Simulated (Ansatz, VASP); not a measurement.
# TaAs in VASP and in Ansatz

```
CELL_PARAMETERS angstrom
-1.72094 1.72094 5.85629
1.72094 -1.72094 5.85629
1.72094 1.72094 -5.85629
ATOMIC_POSITIONS crystal
Ta 0.50002 0.00002 0.50000
Ta 0.75002 0.75002 0.00000
As 0.08258 0.58258 0.50000
As 0.33258 0.33258 0.00000
```

Alike in both runs: functional r2SCAN; k mesh 18 × 18 × 18; occupations gaussian, width 0.1 eV; no spin polarisation.

Ansatz relaxed the structure, and its values are those at the end. VASP's run is a single point on that final structure, the one shown.

|  | VASP | Ansatz |
| --- | --- | --- |
| version | VASP 6.6.1 | Ansatz 0.2.0 |
| potentials or method | VASP PAW PBE potentials, release 64 (Ta_pv, As), cutoff 520 eV | scalar-relativistic, plane waves, PAW |
| valence electrons in the cell | 32 | 56 |

VASP gave:

- gap on the k mesh at the Fermi level (eV): none
- pressure (GPa): 0.5

**Question.** What did Ansatz give for the same quantities?

**Answer.** gap on the k mesh at the Fermi level (eV): none; pressure (GPa): 0.0.

VASP's potentials were made for PBE, not for r2SCAN. A gap of «none» marks a metal or a gap that the smearing closes. The functional is the same, so the differences come from potentials, cutoffs and numerics. VASP's potentials hold 32 valence electrons a cell and Ansatz's 56, so a difference there can come from the potentials and not from the codes.

Spin-orbit coupling is off throughout.
